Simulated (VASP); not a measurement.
Write the native input for VASP 6.6.1 that does the following.

* Task: single point
* Functional: PBE
* Potentials or basis: VASP PAW PBE potentials, release 64 (Pt, H)
* Cutoff: 520 eV
* k mesh: 12 × 12 × 1
* Occupations: gaussian, width 0.1 eV
* Spin: no spin polarisation
* Dipole correction: yes
* Further INCAR settings: ALGO = Normal; EDIFF = 1e-06; NBANDS = 24

The structure of HPt3 lies in POSCAR:

```
HPt3
1.0
    2.8071640675      0.0000000000      0.0000000000
   -1.4035820338      2.4310753951      0.0000000000
    0.0000000000      0.0000000000     20.1192652917
Pt H
3 1
Direct
    0.6666666667      0.3333333333      0.1988144170
    0.3333333333      0.6666666667      0.3136149989
   -0.0807274638     -0.0314556760      0.4326393420
    0.5000000000      0.3333333333      0.4813592540
```

One way to write it, as run:

INCAR

```
SYSTEM = HPt3
  ALGO = Normal
  DIPOL = 0.5 0.5 0.357
  EDIFF = 1E-6
  ENCUT = 520
  GGA = PE
  IDIPOL = 3
  ISIF = 2
  ISMEAR = 0
  LASPH = .TRUE.
  LCHARG = .TRUE.
  LDIPOL = .TRUE.
  LELF = .TRUE.
  LREAL = .FALSE.
  LVACPOTAV = .TRUE.
  LVHAR = .TRUE.
  LWAVE = .FALSE.
  NBANDS = 24
  NELM = 60
  PREC = Accurate
  SIGMA = 0.1
```

KPOINTS

```
k-points
0
G
  12 12 1
  0 0 0
```

Potentials or basis: VASP PAW PBE potentials, release 64 (Pt, H).

The run is started by

```bash
$ cat potpaw_PBE.64/Pt/POTCAR potpaw_PBE.64/H/POTCAR > POTCAR
$ mpirun -np 1 vasp_std > vasp.out
```

Results of the run:

- Largest force: 0.258 eV/Å

It took 7 min on 1 thread of Intel Xeon 6975P-C, with other jobs on the host, peak memory 0.41 GiB.
